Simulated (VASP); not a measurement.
# Ge (P6_3/mmc) in VASP: notebook

The runs below take Ge through single point, with PBEsol.

All numbers are computed with VASP 6.6.1; they aren't measurements. Logs are shortened: lines on timing, memory, paths and dates and some standing lists are left out, and cuts for length are marked.

## (1) The cell of the first run

It takes space group P6_3/mmc (No. 194, hexagonal). The conventional cell has a = 4.219 Å, b = 4.219 Å, c = 5.919 Å, α = 90.00°, β = 90.00°, γ = 120.00°. Within 2.9 Å of Ge (site symmetry 3m) lie 4 Ge at 2.21 to 2.55 Å.

## (2) Single point, PBEsol

File INCAR:

```
  PREC = Accurate
  ENCUT = 520
  EDIFF = 1E-6
  ISMEAR = 0
  SIGMA = 0.15
  LREAL = False
  LASPH = True
  NELM = 80
  ALGO = Normal
  ISIF = 2
  LWAVE = False
  LCHARG = False
  GGA = PS
  NBANDS = 36
```

File KPOINTS:

```
Automatic mesh
0
Gamma
  18 18 8
```

File POSCAR:

```
Ge
1.0
    4.2194678391      0.0000000000      0.0000000000
   -2.1097339195      3.6541663391      0.0000000000
    0.0000000000      0.0000000000      5.9190313293
Ge
4
Direct
    0.6666666667      0.3333333333      0.0629118567
    0.3333333333      0.6666666667      0.5629118567
    0.6666666667      0.3333333333      0.4370881433
    0.3333333333      0.6666666667      0.9370881433
```

Potentials or basis: VASP PAW PBE potentials, release 64 (Ge_d).

The run is started by

```console
> cat potpaw_PBE.64/Ge_d/POTCAR > POTCAR
> mpirun -np 1 vasp_std > vasp.out
```

OUTCAR:

```text
PREC = Accurate
   ENCUT = 520
   EDIFF = 1E-6
   ISMEAR = 0
   LREAL = False
   LASPH = True
   NELM = 80
   ISIF = 2
   GGA = PS

 ion  position               nearest neighbor table
   1  0.667  0.333  0.063-   3 2.21   4 2.55   4 2.55   4 2.55
   2  0.333  0.667  0.563-   4 2.21   3 2.55   3 2.55   3 2.55
   3  0.667  0.333  0.437-   1 2.21   2 2.55   2 2.55   2 2.55
   4  0.333  0.667  0.937-   2 2.21   1 2.55   1 2.55   1 2.55

  LATTYP: Found a hexagonal cell.
 ALAT       =     4.2194678391
 C/A-ratio  =     1.4027909573

  Lattice vectors:

 A1 = (   4.2194678391,   0.0000000000,   0.0000000000)
 A2 = (  -2.1097339195,   3.6541663391,   0.0000000000)
 A3 = (   0.0000000000,   0.0000000000,   5.9190313293)

Analysis of symmetry for initial positions (statically):
=====================================================================
 Subroutine PRICEL returns:
 Original cell was already a primitive cell.

 Routine SETGRP: Setting up the symmetry group for a
 hexagonal supercell.

 Subroutine GETGRP returns: Found 24 space group operations
 (whereof 12 operations were pure point group operations)
 out of a pool of 24 trial point group operations.

The static configuration has the point symmetry D_3d.
 The point group associated with its full space group is D_6h.

Analysis of symmetry for dynamics (positions and initial velocities):
=====================================================================
 Subroutine PRICEL returns:
 Original cell was already a primitive cell.

 Routine SETGRP: Setting up the symmetry group for a
 hexagonal supercell.

 Subroutine GETGRP returns: Found 24 space group operations
 (whereof 12 operations were pure point group operations)
 out of a pool of 24 trial point group operations.

The dynamic configuration has the point symmetry D_3d.
 The point group associated with its full space group is D_6h.

 Subroutine INISYM returns: Found 24 space group operations
 (whereof 12 operations are pure point group operations),
 and found     1 'primitive' translations

----------------------------------------------------------------------------------------

                                     Primitive cell

  volume of cell :      91.2634

  direct lattice vectors                    reciprocal lattice vectors
     4.219467839  0.000000000  0.000000000     0.236996711  0.136830115  0.000000000
    -2.109733919  3.654166339  0.000000000     0.000000000  0.273660230  0.000000000
     0.000000000  0.000000000  5.919031329     0.000000000  0.000000000  0.168946563

  length of vectors
     4.219467839  4.219467839  5.919031329     0.273660230  0.273660230  0.168946563

  position of ions in fractional coordinates (direct lattice)
     0.666666667  0.333333333  0.062911857
     0.333333333  0.666666667  0.562911857
     0.666666667  0.333333333  0.437088143
     0.333333333  0.666666667  0.937088143

  ion indices of the primitive-cell ions
   primitive index   ion index
                 1           1
                 2           2
                 3           3
                 4           4

----------------------------------------------------------------------------------------

 KPOINTS: Automatic mesh

Automatic generation of k-mesh.
 Grid dimensions read from file:
 generate k-points for:   18   18    8

 Generating k-lattice:

  Cartesian coordinates                     Fractional coordinates (reciprocal lattice)
     0.013166484  0.007601673  0.000000000     0.055555556 -0.000000000  0.000000000
     0.000000000  0.015203346  0.000000000     0.000000000  0.055555556  0.000000000
     0.000000000  0.000000000  0.021118320     0.000000000  0.000000000  0.125000000

  Length of vectors
     0.015203346  0.015203346  0.021118320

  Shift w.r.t. Gamma in fractional coordinates (k-lattice)
     0.000000000  0.000000000  0.000000000

 Subroutine IBZKPT returns following result:
 ===========================================

 Found    185 irreducible k-points:

 Following reciprocal coordinates:
            Coordinates               Weight
  0.000000  0.000000  0.000000      1.000000
  0.055556 -0.000000  0.000000      6.000000
  0.111111 -0.000000  0.000000      6.000000
  0.166667  0.000000  0.000000      6.000000
  0.222222  0.000000  0.000000      6.000000
  0.277778 -0.000000  0.000000      6.000000
[... 16 lines left out ...]
  0.333333  0.111111  0.000000     12.000000
  0.388889  0.111111  0.000000     12.000000
 [... further k-points ...]
   k-points           NKPTS =    185   k-points in BZ     NKDIM =    185   number of bands    NBANDS=     36
   number of dos      NEDOS =    301   number of ions     NIONS =      4
   total plane-waves  NPLWV =  49152
   dimension x,y,z NGX =    32 NGY =   32 NGZ =   48
   dimension x,y,z NGXF=    64 NGYF=   64 NGZF=   96
   ions per type =               4
   NGX,Y,Z   is equivalent  to a cutoff of  12.61, 12.61, 13.48 a.u.
   NGXF,Y,Z  is equivalent  to a cutoff of  25.22, 25.22, 26.96 a.u.
 SYSTEM =  unknown system
   PREC   = accura    normal or accurate (medium, high low for compatibility)
   ISTART =      0    job   : 0-new  1-cont  2-samecut
   ICHARG =      2    charge: 1-file 2-atom 10-const
   ISPIN  =      1    spin polarized calculation?
   LNONCOLLINEAR =      F non collinear calculations
   LSORBIT =      F    spin-orbit coupling
   LASPH  =      T    aspherical Exc in radial PAW
   ENCUT  =  520.0 eV  38.22 Ry    6.18 a.u.   7.85  7.85 11.01*2*pi/ulx,y,z
   NELM   =     80;   NELMIN=  2; NELMDL= -5     # of ELM steps
   EDIFF  = 0.1E-05   stopping-criterion for ELM
   LREAL  =      F    real-space projection
   EDIFFG = 0.1E-04   stopping-criterion for IOM
   NSW    =      0    number of steps for IOM
   IBRION =     -1    ionic relax: 0-MD 1-quasi-New 2-CG
   NFREE  =      0    steps in history (QN), initial steepest desc. (CG)
   ISIF   =      2    stress and relaxation
   ISYM   =      2    0-nonsym 1-usesym 2-fastsym
   POTIM  = 0.5000    time-step for ionic-motion
   TEBEG  =    0.0;   TEEND  =   0.0 temperature during run
   PSTRESS=    0.0 pullay stress
   NELECT =      56.0000    total number of electrons
   NUPDOWN=      -1.0000    fix difference up-down
   EMIN   =  10.00;   EMAX   =-10.00  energy-range for DOS
   EFERMI =   0.00;   METHOD = LEGACY
   ISMEAR =     0;   SIGMA  =   0.15  broadening in eV -4-tet -1-fermi 0-gaus
   EFERMI_NEDOS =   21; number of points for ismear=-14 and -15
   IALGO  =     38    algorithm
   IMIX   =      4    mixing-type and parameters
     AMIX     =   0.40;   BMIX     =  1.00
     AMIX_MAG =   1.60;   BMIX_MAG =  1.00
  volume/ion in A,a.u.               =      22.82       153.97
  Fermi-wavevector in a.u.,A,eV,Ry     =   1.391144  2.628880 26.331090  1.935281
  Thomas-Fermi vector in A             =   2.515011
   LORBIT       =      0    0 simple, 1 ext, 2 COOP (PROOUT), +10 PAW based schemes
   GGA     = PS    functional components
   LHFCALC =     F    Hartree Fock is set to
   AEXX    =    0.0000 exact exchange contribution
   IVDW    =     0    specifies the selected vdW correction
   LEPSILON=     F    determine dielectric tensor
   LRPA    =     F    only Hartree local field effects (RPA)
 non-spin polarized calculation
 Gauss-broadening in eV      SIGMA  =   0.15
  energy-cutoff  :      520.00
  volume of cell :       91.26
 maximum number of plane-waves:      2494
 NGX is ok and might be reduce to    32

 number of electron      56.0000005 magnetization

 Free energy of the ion-electron system (eV)
  ---------------------------------------------------
  ext. energy  EPLUGINS =         0.00000000
  ---------------------------------------------------
  free energy    TOTEN  =       -18.67213775 eV

  energy without entropy =      -18.66624499  energy(sigma->0) =      -18.66919137

 E-fermi :   4.5788     XC(G=0): -10.0666

 val. band max:        4.5607372026   @ k =   0.5000   0.0000   0.0000
 cond. band min:       4.5883316024   @ k =   0.4444   0.0000   0.0000
 fundamental gap:      0.0275943998
 Fermi energy:         4.5788111696

 k-point     1 :       0.0000    0.0000    0.0000
  band No.  band energies     occupation
      1     -20.1609      2.00000
      2     -20.1263      2.00000
      3     -20.0134      2.00000
      4     -20.0134      2.00000
      5     -19.9948      2.00000
      6     -19.9948      2.00000
[... 28 lines left out ...]
     35      10.1567      0.00000
     36      10.3707      0.00000

 k-point     2 :       0.0556   -0.0000    0.0000
  band No.  band energies     occupation
      1     -20.1611      2.00000
      2     -20.1274      2.00000
      3     -20.0141      2.00000
      4     -20.0122      2.00000
      5     -19.9937      2.00000
      6     -19.9932      2.00000
[... 28 lines left out ...]
     35      10.1900      0.00000
     36      10.4052      0.00000

 k-point     3 :       0.1111   -0.0000    0.0000
  band No.  band energies     occupation
      1     -20.1616      2.00000
      2     -20.1305      2.00000
      3     -20.0158      2.00000
      4     -20.0090      2.00000
      5     -19.9910      2.00000
      6     -19.9885      2.00000
[... 28 lines left out ...]
     35      10.2941      0.00000
     36      10.4034      0.00000
[... 742 lines left out ...]
 k-point    23 :       0.3333    0.1111    0.0000
  band No.  band energies     occupation
      1     -20.1645      2.00000
      2     -20.1533      2.00000
      3     -20.0217      2.00000
      4     -19.9820      2.00000
      5     -19.9643      2.00000
      6     -19.9635      2.00000
[... 28 lines left out ...]
     35      12.0835      0.00000
     36      12.8945      0.00000

 k-point    24 :       0.3889    0.1111    0.0000
  band No.  band energies     occupation
      1     -20.1645      2.00000
      2     -20.1554      2.00000
      3     -20.0217      2.00000
      4     -19.9801      2.00000
      5     -19.9667      2.00000
      6     -19.9559      2.00000
[... 28 lines left out ...]
     35      12.6096      0.00000
     36      13.1889      0.00000

 [... further k-points ...]

------------------------ aborting loop because EDIFF is reached ----------------------------------------

  FORCE on cell =-STRESS in cart. coord.  units (eV):
  Direction    XX          YY          ZZ          XY          YZ          ZX
  --------------------------------------------------------------------------------------
  -------------------------------------------------------------------------------------
  Total       -4.4710025     -4.4710025     15.5108960     -0.0000000      0.0000000     -0.0000000
  in kB      -78.4908192    -78.4908192    272.3020034     -0.0000000      0.0000000     -0.0000000
  external PRESSURE =      38.4401217 kB  Pullay stress =       0.0000000 kB

 VOLUME and BASIS-vectors are now :
 -----------------------------------------------------------------------------
  energy-cutoff  :      520.00
  volume of cell :       91.26
      direct lattice vectors                 reciprocal lattice vectors
     4.219467839  0.000000000  0.000000000     0.236996711  0.136830115  0.000000000
    -2.109733919  3.654166339  0.000000000     0.000000000  0.273660230  0.000000000
     0.000000000  0.000000000  5.919031329     0.000000000  0.000000000  0.168946563

 POSITION                                       TOTAL-FORCE (eV/Angst)
 -----------------------------------------------------------------------------------
      2.10973      1.21806      0.37238        -0.000000      0.000000     -2.581968
     -0.00000      2.43611      3.33189         0.000000     -0.000000     -2.581968
      2.10973      1.21806      2.58714        -0.000000      0.000000      2.581968
     -0.00000      2.43611      5.54665         0.000000     -0.000000      2.581968
 -----------------------------------------------------------------------------------
    total drift:                               -0.000000     -0.000000     -0.000000

  FREE ENERGIE OF THE ION-ELECTRON SYSTEM (eV)
  ---------------------------------------------------
  free  energy   TOTEN  =       -18.6721377513 eV

  energy  without entropy=      -18.6662449922  energy(sigma->0) =      -18.66919137
```

Wall time 11 min (1 thread of Oxide Virtual Turin-like, shared host); peak memory 0.48 GiB.

What came out:

* Free energy: -18.6721 eV
* Pressure: 3.8 GPa
* Largest force: 2.582 eV/Å
* Band gap on the k mesh: zero (band 28 reaches 4.89 eV, above the bottom of band 29 at 4.17 eV)

Forces on the atoms (eV/Å):
```
Ge   0.000  0.000 -2.582
Ge   0.000  0.000 -2.582
Ge   0.000  0.000  2.582
Ge   0.000  0.000  2.582
```

Stress tensor (GPa, compression positive):
```
-7.85  0.00  0.00
 0.00 -7.85  0.00
 0.00  0.00 27.23
```

Levels at points of the mesh, in eV from the Fermi level:
```
           k point  band 24  band 25  band 26  band 27  band 28  band 29  band 30  band 31  band 32  band 33
(0.00, 0.00, 0.00)    -2.07    -2.07    -1.27    -0.14     0.10     0.57     0.57     1.57     1.57     4.96
(0.50, 0.00, 0.00)    -5.75    -4.59    -3.38    -2.88    -0.72    -0.02     2.28     3.25     3.92     7.22
(0.00, 0.00, 0.50)    -4.32    -1.16    -1.16    -1.16    -1.16     0.25     0.25     3.15     3.15     3.15
(0.50, 0.00, 0.50)    -7.51    -2.41    -2.41    -1.75    -1.75     0.76     0.76     3.10     3.10     6.46
```

Caveat: the PAW data sets were made with another functional, which shifts forces and pressure a little.

## (3) Single point, PBEsol

This run uses another cell than the first one, of the same volume but with other edges.

File INCAR:

```
SYSTEM = Ge
  ALGO = Normal
  EDIFF = 1E-7
  ENCUT = 520
  GGA = PS
  ISIF = 2
  ISMEAR = 0
  LASPH = .TRUE.
  LCHARG = .FALSE.
  LREAL = .FALSE.
  LWAVE = .FALSE.
  NBANDS = 36
  NELM = 100
  PREC = Accurate
  SIGMA = 0.15
```

File KPOINTS:

```
k-points
0
G
  18 18 8
  0 0 0
```

File POSCAR:

```
Ge
1.0
    3.7612907642      0.0000000000      0.0000000000
   -1.8806453821      3.2573733528      0.0000000000
    0.0000000000      0.0000000000      7.4489007132
Ge
4
Direct
    0.6666666667      0.3333333333      0.0629118567
    0.3333333333      0.6666666667      0.5629118567
    0.6666666667      0.3333333333      0.4370881433
    0.3333333333      0.6666666667      0.9370881433
```

Potentials or basis: VASP PAW PBE potentials, release 64 (Ge_d).

The run is started by

```console
> cat potpaw_PBE.64/Ge_d/POTCAR > POTCAR
> mpirun -np 1 vasp_std > vasp.out
```

OUTCAR:

```text
SYSTEM = Ge
   EDIFF = 1E-7
   ENCUT = 520
   GGA = PS
   ISIF = 2
   ISMEAR = 0
   LASPH = .TRUE.
   LREAL = .FALSE.
   NELM = 100
   PREC = Accurate

 ion  position               nearest neighbor table
   1  0.667  0.333  0.063-   4 2.37   4 2.37   4 2.37   3 2.79
   2  0.333  0.667  0.563-   3 2.37   3 2.37   3 2.37   4 2.79
   3  0.667  0.333  0.437-   2 2.37   2 2.37   2 2.37   1 2.79
   4  0.333  0.667  0.937-   1 2.37   1 2.37   1 2.37   2 2.79

  LATTYP: Found a hexagonal cell.
[... 1130 lines left out ...]
     35      10.9800      0.00000
     36      12.7957      0.00000

 [... further k-points ...]
[... 5 lines left out ...]
  --------------------------------------------------------------------------------------
  -------------------------------------------------------------------------------------
  Total        6.1949466      6.1949466     -6.4600375      0.0000000     -0.0000000      0.0000000
  in kB      108.7555714    108.7555714   -113.4093837      0.0000000     -0.0000000      0.0000000
  external PRESSURE =      34.7005863 kB  Pullay stress =       0.0000000 kB

 VOLUME and BASIS-vectors are now :
 -----------------------------------------------------------------------------
  energy-cutoff  :      520.00
  volume of cell :       91.26
      direct lattice vectors                 reciprocal lattice vectors
     3.761290764  0.000000000  0.000000000     0.265866178  0.153497909  0.000000000
    -1.880645382  3.257373353  0.000000000     0.000000000  0.306995819  0.000000000
     0.000000000  0.000000000  7.448900713     0.000000000  0.000000000  0.134247997

 POSITION                                       TOTAL-FORCE (eV/Angst)
 -----------------------------------------------------------------------------------
      1.88065      1.08579      0.46862         0.000000     -0.000000      0.898496
     -0.00000      2.17158      4.19307         0.000000      0.000000      0.898496
      1.88065      1.08579      3.25583        -0.000000      0.000000     -0.898496
     -0.00000      2.17158      6.98028        -0.000000     -0.000000     -0.898496
 -----------------------------------------------------------------------------------
    total drift:                               -0.000000      0.000000      0.000000

  FREE ENERGIE OF THE ION-ELECTRON SYSTEM (eV)
  ---------------------------------------------------
  free  energy   TOTEN  =       -18.7891223582 eV

  energy  without entropy=      -18.7810071183  energy(sigma->0) =      -18.78506474
```

Run time: 12 min. Hardware: 1 thread of Oxide Virtual Turin-like, shared host; peak memory 0.47 GiB.

What came out:

| Property | Result |
| --- | --- |
| Free energy | -18.7891 eV |
| Pressure | 3.5 GPa |
| Largest force | 0.898 eV/Å |
| Band gap on the k mesh | zero (band 28 reaches 5.12 eV, above the bottom of band 29 at 4.32 eV) |

Forces in eV/Å, atoms in the order of the input:
```
Ge   0.000  0.000  0.898
Ge   0.000  0.000  0.898
Ge   0.000  0.000 -0.898
Ge   0.000  0.000 -0.898
```

Levels at points of the mesh, in eV from the Fermi level:
```csv
k point,band 24,band 25,band 26,band 27,band 28,band 29,band 30,band 31,band 32,band 33
"(0.00, 0.00, 0.00)",-1.41,-0.46,-0.31,-0.31,0.51,0.51,1.89,2.97,3.52,3.52
"(0.50, 0.00, 0.00)",-7.19,-4.07,-2.32,-2.27,-1.42,0.82,1.46,3.16,3.22,3.34
"(0.00, 0.00, 0.50)",-5.11,0.04,0.04,0.04,0.04,2.29,2.29,4.18,4.18,4.18
"(0.50, 0.00, 0.50)",-7.82,-2.68,-2.68,-1.90,-1.90,0.26,0.26,2.29,2.29,6.36
```

Caveat: the PAW data sets were made with another functional, which shifts forces and pressure a little.
